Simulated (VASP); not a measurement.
Wanted: the native input for a VASP 6.6.1 run.

```yaml
Task: single point
Functional: BHLYP
Potentials_or_basis: VASP PAW PBE potentials, release 64 (Bi_d)
Cutoff: 520 eV
k_mesh: 5 × 5 × 5
Occupations: fermi-dirac, width 0.05 eV
Spin: no spin polarisation
Dipole_correction: no
Grid_for_exact_exchange_PRECFOCK: Normal
Further_INCAR_settings: ALGO = Normal; EDIFF = 1e-07; NBANDS = 14
```

The system is Bi.

```
CELL_PARAMETERS angstrom
-1.95465 1.95465 1.95465
1.95465 -1.95465 1.95465
1.95465 1.95465 -1.95465
ATOMIC_POSITIONS crystal
Bi 0.00000 0.00000 0.00000
```

One way to write it, as run:

POSCAR

```
Bi
1.0
   -1.9546511608      1.9546511608      1.9546511608
    1.9546511608     -1.9546511608      1.9546511608
    1.9546511608      1.9546511608     -1.9546511608
Bi
1
Direct
    0.0000000000      0.0000000000      0.0000000000
```

INCAR.step1

```
SYSTEM = Bi
PREC = Accurate
ENCUT = 520
EDIFF = 1E-5
ISMEAR = -1
SIGMA = 0.05
LREAL = .False.
LASPH = .True.
NELM = 100
ALGO = Normal
ISIF = 2
LWAVE = .True.
GGA = PE
NBANDS = 14
```

INCAR.step2

```
SYSTEM = Bi
PREC = Accurate
ENCUT = 520
EDIFF = 1E-7
ISMEAR = -1
SIGMA = 0.05
LREAL = .False.
LASPH = .True.
NELM = 100
ALGO = Normal
ISIF = 2
LWAVE = .False.
LCHARG = .True.
GGA = B5
LHFCALC = .True.
AEXX = 0.5
ALDAX = 0.5
AGGAX = 0.5
AGGAC = 1.0
ALDAC = 0.0
PRECFOCK = Normal
LELF = .True.
LVHAR = .True.
ISTART = 1
NBANDS = 14
```

KPOINTS

```
regular mesh
0
Gamma
  5 5 5
  0 0 0
```

Potentials or basis: VASP PAW PBE potentials, release 64 (Bi_d).

Run with:

```bash
$ cat potpaw_PBE.64/Bi_d/POTCAR > POTCAR
$ cp INCAR.step1 INCAR
$ mpirun -np 1 vasp_std > vasp.out
$ cp INCAR.step2 INCAR
$ mpirun -np 1 vasp_std > vasp.out
```

It gave:

The pressure is 2.3 GPa.

Caveat: the k points lie up to 0.45 Å⁻¹ apart; the PAW data sets were made with another functional, which shifts forces and pressure a little.

Wall time 8 min on 1 thread of Intel(R) Xeon(R) Platinum 8488C (Sapphire Rapids) (shared host), peak memory 0.16 GiB.
